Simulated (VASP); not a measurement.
Ir: single point with PBE

Crystal: Ir.

```
Ir
1.0
     0.00000    2.21450    2.21450
     2.21450    0.00000    2.21450
     2.21450    2.21450    0.00000
Ir
2
Direct
  0.87500 0.87500 0.87500
  0.12500 0.12500 0.12500
```

```
Program                : VASP 6.6.1
Task                   : single point
Functional             : PBE
Potentials or basis    : VASP PAW PBE potentials, release 64 (Ir)
Cutoff                 : 520 eV
k mesh                 : 15 × 15 × 15
Occupations            : fermi-dirac, width 0.05 eV
Spin                   : no spin polarisation
Dipole correction      : no
Further INCAR settings : ALGO = Normal; EDIFF = 1e-06; NBANDS = 16
```

```json
{
  "Pressure": "535.8 GPa",
  "Band gap on the k mesh": "zero (band 9 reaches 18.90 eV, above the bottom of band 10 at 15.35 eV)"
}
```

Levels at points of the mesh, in eV from the Fermi level:
```csv
k point,band 6,band 7,band 8,band 9,band 10,band 11,band 12,band 13
"(0.00, 0.00, 0.00)",-9.00,-3.56,-3.56,-3.56,3.56,3.56,11.37,13.34
```

Run time: 16 s on 1 thread of Intel(R) Xeon(R) Platinum 8559C (Emerald Rapids), on a shared host, peak memory 0.16 GiB.

Caveat: spin-orbit coupling is left out, which moves the levels of the heavy elements.
